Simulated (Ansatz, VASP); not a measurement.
**One calculation of CoO, two programs**

```xyz
2
Lattice="0.0213 2.1422 2.1422 2.1422 0.0213 2.1422 2.1422 2.1422 0.0213" Properties=species:S:1:pos:R:3 pbc="T T T"
Co    0.0000    0.0000    0.0000
O     2.1528    2.1528    2.1528
```

Change from the starting cell: equal xy, yz and zx shear strains of +1 %.

Alike in both runs: task single point; functional PBEsol; k mesh 16 × 16 × 16; occupations fermi-dirac, width 0.05 eV; collinear spin.

```csv
,VASP,Ansatz
version,VASP 6.6.1,Ansatz 0.2.0
potentials or method,"VASP PAW PBE potentials, release 64 (Co, O), cutoff 520 eV","all-electron LAPW, scalar-relativistic"
```

VASP gave:

```
pressure (GPa)                                                : -11.3
traceless stress, the component that is largest in VASP (GPa) : 0.18
net moment per atom (μB)                                      : 1.47
size of the moment on the site where the two differ most (μB) : 2.57
```

Question: Estimate Ansatz's values.

Answer: Pressure (GPa): -10.8; traceless stress, the component that is largest in VASP (GPa): 0.21; net moment per atom (μB): 1.48; size of the moment on the site where the two differ most (μB): 2.60.

VASP's potentials were made for PBE, not for PBEsol. Site moments also hang on the region over which each program counts them. Ansatz ran all-electron here, and VASP with PAW potentials.
